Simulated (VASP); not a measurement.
# La2O3 (P-62m) in VASP: a series of runs, part 2 of 2

VASP 6.6.1. Earlier steps stand in the parts before.

## Step 4: Single point, LDA

The input, INCAR:

```
SYSTEM = La2O3
PREC = Accurate
ENCUT = 520
EDIFF = 1E-7
ISMEAR = 0
SIGMA = 0.01
LREAL = .False.
LASPH = .True.
NELM = 80
ALGO = Normal
ISIF = 2
LWAVE = .False.
LCHARG = .False.
NBANDS = 28
```

The input, KPOINTS:

```
regular mesh
0
Gamma
  3 3 4
  0 0 0
```

The input, POSCAR:

```
La2O3
1.0
    6.2667802800      0.0000000000      0.0000000000
   -3.1333901400      5.4271909224      0.0000000000
    0.0000000000      0.0000000000      3.2997660000
La O
2 3
Direct
    0.3333333333      0.6666666667      0.5000000000
    0.6666666667      0.3333333333      0.5000000000
    0.4919860100      0.4919860100      0.0000000000
    0.0000000000      0.5080139900      0.0000000000
    0.5080139900      0.0000000000      0.0000000000
```

Potentials or basis: VASP PAW LDA potentials, release 64 (La, O).

The run is started by

```sh
> cat potpaw_LDA.64/La/POTCAR potpaw_LDA.64/O/POTCAR > POTCAR
> mpirun -np 1 vasp_std > vasp.out
```

OUTCAR:

```text
SYSTEM = La2O3
   PREC = Accurate
   ENCUT = 520
   EDIFF = 1E-7
   ISMEAR = 0
   LREAL = .False.
   LASPH = .True.
   NELM = 80
   ISIF = 2

 ion  position               nearest neighbor table
   1  0.333  0.667  0.500-   4 2.45   4 2.45   5 2.45   5 2.45   3 2.45   3 2.45   2 3.62   2 3.62
                             2 3.62
   2  0.667  0.333  0.500-   5 2.45   5 2.45   4 2.45   4 2.45   3 2.45   3 2.45   1 3.62   1 3.62
                             1 3.62
   3  0.492  0.492  0.000-   1 2.45   1 2.45   2 2.45   2 2.45
   4  0.000  0.508  0.000-   1 2.45   1 2.45   2 2.45   2 2.45
   5  0.508  0.000  0.000-   2 2.45   2 2.45   1 2.45   1 2.45

  LATTYP: Found a hexagonal cell.
 ALAT       =     6.2667802800
 C/A-ratio  =     0.5265488580

  Lattice vectors:

 A1 = (   6.2667802800,   0.0000000000,   0.0000000000)
 A2 = (  -3.1333901400,   5.4271909224,   0.0000000000)
 A3 = (   0.0000000000,   0.0000000000,   3.2997660000)

Analysis of symmetry for initial positions (statically):
=====================================================================
 Subroutine PRICEL returns:
 Original cell was already a primitive cell.

 Routine SETGRP: Setting up the symmetry group for a
 hexagonal supercell.

 Subroutine GETGRP returns: Found 12 space group operations
 (whereof 12 operations were pure point group operations)
 out of a pool of 24 trial point group operations.

The static configuration has the point symmetry D_3h.

Analysis of symmetry for dynamics (positions and initial velocities):
=====================================================================
 Subroutine PRICEL returns:
 Original cell was already a primitive cell.

[... 112 lines left out ...]
   ISMEAR =     0;   SIGMA  =   0.01  broadening in eV -4-tet -1-fermi 0-gaus
   EFERMI_NEDOS =   21; number of points for ismear=-14 and -15
   IALGO  =     38    algorithm
   IMIX   =      4    mixing-type and parameters
     AMIX     =   0.40;   BMIX     =  1.00
     AMIX_MAG =   1.60;   BMIX_MAG =  1.00
  volume/ion in A,a.u.               =      22.45       151.47
  Fermi-wavevector in a.u.,A,eV,Ry     =   1.160719  2.193442 18.330716  1.347270
  Thomas-Fermi vector in A             =   2.297299
   LORBIT       =      0    0 simple, 1 ext, 2 COOP (PROOUT), +10 PAW based schemes
   GGA     = CA    functional components
   LHFCALC =     F    Hartree Fock is set to
   AEXX    =    0.0000 exact exchange contribution
   IVDW    =     0    specifies the selected vdW correction
   LEPSILON=     F    determine dielectric tensor
   LRPA    =     F    only Hartree local field effects (RPA)
 non-spin polarized calculation
 Gauss-broadening in eV      SIGMA  =   0.01
  energy-cutoff  :      520.00
  volume of cell :      112.23
 maximum number of plane-waves:      3048
 NGX is ok and might be reduce to    48
   NGX = 23   NGY = 23   NGZ = 13

 number of electron      39.9999994 magnetization

 Free energy of the ion-electron system (eV)
  ---------------------------------------------------
  ext. energy  EPLUGINS =         0.00000000
  ---------------------------------------------------
  free energy    TOTEN  =       -44.39025343 eV

  energy without entropy =      -44.39025343  energy(sigma->0) =      -44.39025343

 E-fermi :   3.1837     XC(G=0):  -8.8234

 val. band max:        3.0903188529   @ k =   0.0000   0.0000   0.5000
 cond. band min:       4.4698896678   @ k =   0.0000   0.0000   0.0000
 fundamental gap:      1.3795708149
 Fermi energy:         3.1836722660

 k-point     1 :       0.0000    0.0000    0.0000
  band No.  band energies     occupation
      1     -27.2843      2.00000
      2     -27.0537      2.00000
      3     -14.1937      2.00000
      4     -14.1937      2.00000
      5     -12.4590      2.00000
      6     -10.8478      2.00000
[... 268 lines left out ...]
     27       7.6497      0.00000
     28       7.6517      0.00000

------------------------ aborting loop because EDIFF is reached ----------------------------------------

  FORCE on cell =-STRESS in cart. coord.  units (eV):
  Direction    XX          YY          ZZ          XY          YZ          ZX
  --------------------------------------------------------------------------------------
  -------------------------------------------------------------------------------------
  Total       -1.1989532     -1.1989532     -4.4457951      0.0000000      0.0000000      0.0000000
  in kB      -17.1163086    -17.1163086    -63.4683649      0.0000000      0.0000000      0.0000000
  external PRESSURE =     -32.5669941 kB  Pullay stress =       0.0000000 kB

 VOLUME and BASIS-vectors are now :
 -----------------------------------------------------------------------------
  energy-cutoff  :      520.00
  volume of cell :      112.23
      direct lattice vectors                 reciprocal lattice vectors
     6.266780280  0.000000000  0.000000000     0.159571575  0.092128692  0.000000000
    -3.133390140  5.427190922  0.000000000     0.000000000  0.184257384  0.000000000
     0.000000000  0.000000000  3.299766000     0.000000000  0.000000000  0.303051792

 POSITION                                       TOTAL-FORCE (eV/Angst)
 -----------------------------------------------------------------------------------
     -0.00000      3.61813      1.64988         0.000000     -0.000000     -0.000000
      3.13339      1.80906      1.64988         0.000000     -0.000000     -0.000000
      1.54158      2.67010      0.00000         0.036612      0.063413     -0.000000
     -1.59181      2.75709      0.00000         0.036612     -0.063413      0.000000
      3.18361      0.00000      0.00000        -0.073224     -0.000000     -0.000000
 -----------------------------------------------------------------------------------
    total drift:                               -0.000000     -0.000000     -0.000000

  FREE ENERGIE OF THE ION-ELECTRON SYSTEM (eV)
  ---------------------------------------------------
  free  energy   TOTEN  =       -44.3902534250 eV

  energy  without entropy=      -44.3902534250  energy(sigma->0) =      -44.39025343
```

OSZICAR:

```text
N       E                     dE             d eps       ncg     rms          rms(c)
DAV:   1     0.536985290465E+03    0.53699E+03   -0.15713E+04   512   0.205E+03
DAV:   2     0.102367771465E+03   -0.43462E+03   -0.41177E+03   688   0.339E+02
DAV:   3    -0.326086440793E+02   -0.13498E+03   -0.13234E+03   796   0.230E+02
DAV:   4    -0.505132034200E+02   -0.17905E+02   -0.17589E+02   840   0.791E+01
DAV:   5    -0.516526810422E+02   -0.11395E+01   -0.11384E+01   856   0.228E+01    0.151E+01
DAV:   6    -0.451355297779E+02    0.65172E+01   -0.56764E+01   752   0.393E+01    0.805E+00
DAV:   7    -0.447374023759E+02    0.39813E+00   -0.67216E+00   968   0.236E+01    0.344E+00
DAV:   8    -0.444260205172E+02    0.31138E+00   -0.12226E+00   896   0.868E+00    0.121E+00
DAV:   9    -0.443820170311E+02    0.44003E-01   -0.31613E-01   920   0.396E+00    0.415E-01
DAV:  10    -0.443877709246E+02   -0.57539E-02   -0.25670E-02   928   0.112E+00    0.154E-01
DAV:  11    -0.443901356410E+02   -0.23647E-02   -0.73991E-03   808   0.488E-01    0.159E-01
DAV:  12    -0.443902232811E+02   -0.87640E-04   -0.50919E-03   864   0.565E-01    0.296E-02
DAV:  13    -0.443902396288E+02   -0.16348E-04   -0.37901E-04   864   0.145E-01    0.785E-03
DAV:  14    -0.443902548470E+02   -0.15218E-04   -0.47962E-05   928   0.462E-02    0.866E-03
DAV:  15    -0.443902532948E+02    0.15522E-05   -0.14826E-05   872   0.253E-02    0.950E-04
DAV:  16    -0.443902534249E+02   -0.13007E-06   -0.94699E-07   848   0.614E-03    0.738E-04
DAV:  17    -0.443902534250E+02   -0.12005E-09   -0.57390E-08   528   0.280E-03
   1 F= -.44390253E+02 E0= -.44390253E+02  d E =-.222314E-41
```

It took 31 s on 1 thread of AMD EPYC 9R14 (Zen 4), shared host; peak memory 0.17 GiB.

Results:

```
Free energy            : -44.3903 eV
Pressure               : -3.3 GPa
Largest force          : 0.073 eV/Å
Band gap on the k mesh : 1.38 eV, indirect (least direct gap 1.90 eV)
```

Forces in eV/Å, atoms in the order of the input:
```
La   0.000  0.000  0.000
La   0.000  0.000  0.000
O    0.037  0.063  0.000
O    0.037 -0.063  0.000
O   -0.073  0.000  0.000
```

Caveat: the k points lie up to 0.48 Å⁻¹ apart; spin-orbit coupling is left out, which moves the levels of the heavy elements.

## Step 5: Single point, LDA

The input, INCAR:

```
PREC = Accurate
ENCUT = 520
EDIFF = 1E-7
ISMEAR = 0
SIGMA = 0.01
LREAL = False
LASPH = True
NELM = 80
ALGO = Normal
ISIF = 2
LWAVE = False
LCHARG = True
GGA = CA
LELF = True
LVHAR = True
NBANDS = 28
```

The input, KPOINTS:

```
Automatic mesh
0
Gamma
  3 3 5
```

POSCAR is that of step 4.

The run is started by

```sh
> cat potpaw_LDA.64/La/POTCAR potpaw_LDA.64/O/POTCAR > POTCAR
> mpirun -np 1 vasp_std > vasp.out
```

It took 34 s on 1 thread of AMD EPYC 9R14 (Zen 4), shared host; peak memory 0.17 GiB.

The run converged. Its results:

```
Free energy            : -44.3925 eV
Pressure               : -3.3 GPa
Largest force          : 0.073 eV/Å
Band gap on the k mesh : 1.63 eV, indirect (least direct gap 1.90 eV)
```

Forces on the atoms (eV/Å):
```
La   0.000  0.000  0.000
La   0.000  0.000  0.000
O    0.037  0.063  0.000
O    0.037 -0.063  0.000
O   -0.073  0.000  0.000
```

Stress tensor (GPa, compression positive):
```
-1.72  0.00  0.00
 0.00 -1.72  0.00
 0.00  0.00 -6.36
```

Levels at points of the mesh, in eV from the valence-band top:
```tsv
k point	band 17	band 18	band 19	band 20	band 21	band 22	band 23	band 24
(0.00, 0.00, 0.00)	-0.78	-0.78	-0.49	-0.27	1.63	3.57	4.11	4.11
```

Caveat: spin-orbit coupling is left out, which moves the levels of the heavy elements. A k mesh can miss the band edges.

## Step 6: Single point, LDA

The input, INCAR:

```
PREC = Accurate ; ENCUT = 520
EDIFF = 1E-7 ; ISMEAR = 0
SIGMA = 0.01 ; LREAL = F
LASPH = T ; NELM = 100
ALGO = Normal ; ISIF = 2
LWAVE = F ; LCHARG = F
NBANDS = 28
```

The input, KPOINTS:

```
regular mesh
0
Gamma
  4 4 6
```

POSCAR is that of step 5.

Potentials or basis: VASP PAW LDA potentials, release 64 (La, O).

The run is started by

```sh
> cat potpaw_LDA.64/La/POTCAR potpaw_LDA.64/O/POTCAR > POTCAR
> mpirun -np 1 vasp_std > vasp.out
```

Run time: 50 s. Hardware: 1 thread of AMD EPYC 9R14 (Zen 4), shared host; peak memory 0.19 GiB.

It converged, with:

```yaml
Free_energy: -44.3929 eV
Pressure: -3.3 GPa
Largest_force: 0.073 eV/Å
Band_gap_on_the_k_mesh: 1.38 eV, indirect (least direct gap 1.90 eV)
```

Forces in eV/Å, atoms in the order of the input:
```
La   0.000  0.000  0.000
La   0.000  0.000  0.000
O    0.037  0.064  0.000
O    0.037 -0.064  0.000
O   -0.073  0.000  0.000
```

Stress tensor (GPa, compression positive):
```
-1.72  0.00  0.00
 0.00 -1.72  0.00
 0.00  0.00 -6.36
```

Levels at points of the mesh, in eV from the valence-band top:
| k point | band 18 | band 19 | band 20 | band 21 | band 22 | band 23 |
| --- | --- | --- | --- | --- | --- | --- |
| (0.00, 0.00, 0.00) | -1.03 | -0.74 | -0.52 | 1.38 | 3.32 | 3.85 |
| (0.50, 0.00, 0.00) | -1.20 | -1.17 | -0.98 | 2.56 | 3.37 | 4.12 |
| (0.00, 0.00, 0.50) | -1.22 | -0.34 | 0.00 | 4.11 | 4.15 | 4.21 |
| (0.50, 0.00, 0.50) | -1.43 | -0.70 | -0.65 | 4.14 | 4.22 | 4.25 |

Caveat: spin-orbit coupling is left out, which moves the levels of the heavy elements. A k mesh can miss the band edges.

## Step 7: Summary

| k mesh | gap on the mesh (eV) | pressure (GPa) | largest force (eV/Å) |
| --- | --- | --- | --- |
| 2 × 2 × 3 | 1.82 | -3.3 | 0.07 |
| 2 × 2 × 4 | 1.38 | -3.2 | 0.07 |
| 3 × 3 × 4 | 1.38 | -3.3 | 0.07 |
| 3 × 3 × 5 | 1.63 | -3.3 | 0.07 |
| 4 × 4 × 6 | 1.38 | -3.3 | 0.07 |

Alike in all rows: task single point; level LDA; potentials or basis VASP PAW LDA potentials, release 64 (La, O); no spin polarisation; cell as given; cutoff (eV) 520; smearing gaussian 0.01 eV.

Caveats: some runs use coarse meshes; spin-orbit coupling is left out, which moves the levels of the heavy elements.

Absolute energies hang on the potentials; compare differences alone.
